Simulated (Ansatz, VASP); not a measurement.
# BiTe in VASP and in Ansatz

File INCAR:

```
PREC = Accurate ; ENCUT = 520
EDIFF = 1E-6 ; ISMEAR = 0
SIGMA = 0.1 ; LREAL = False
LASPH = True ; NELM = 60
ALGO = Normal ; ISIF = 2
LWAVE = False ; LCHARG = True
GGA = PE ; LELF = True
LVHAR = True ; NBANDS = 18
```

The input KPOINTS:

```
Automatic mesh
0
Gamma
  12 12 12
```

POSCAR

```
BiTe
1.0
    0.0000000000      3.2350000000      3.2350000000
    3.2350000000      0.0000000000      3.2350000000
    3.2350000000      3.2350000000      0.0000000000
Bi Te
1 1
Direct
    0.0000000000      0.0000000000      0.0000000000
    0.5000000000      0.5000000000      0.5000000000
```

Input for Ansatz:

```yaml
crystal:
  lattice:
    - [0.0, 3.235, 3.235]
    - [3.235, 0.0, 3.235]
    - [3.235, 3.235, 0.0]
  atoms:
    - { symbol: Bi, position: [0.0, 0.0, 0.0] }
    - { symbol: Te, position: [0.5, 0.5, 0.5] }
basis:
  ecutwfc: 600
kpoints:
  mp_grid: { grid: [12, 12, 12] }
hamiltonian:
  xc: pbe
scf:
  occupations: { method: gaussian, width: 0.1 }
output:
  forces: true
  stress: true
  eigenvalues: true
```

Alike in both runs: task single point; functional PBE; k mesh 12 × 12 × 12; occupations gaussian, width 0.1 eV; no spin polarisation.

```csv
,VASP,Ansatz
version,VASP 6.6.1,Ansatz 0.2.0
potentials or method,"VASP PAW PBE potentials, release 64 (Bi_d, Te), cutoff 520 eV","scalar-relativistic, plane waves, PAW"
valence electrons in the cell,21,31
```

Ansatz gave:

| Quantity | Value |
| --- | --- |
| gap on the k mesh at the Fermi level (eV) | none |
| pressure (GPa) | 0.7 |

Task: Estimate VASP's values.

Result: gap on the k mesh at the Fermi level (eV): none; pressure (GPa): 0.6.

A gap of «none» marks a metal or a gap that the smearing closes. The functional is the same, so the differences come from potentials, cutoffs and numerics. VASP's potentials hold 21 valence electrons a cell and Ansatz's 31, so a difference there can come from the potentials and not from the codes.

Neither program's run includes spin-orbit coupling.
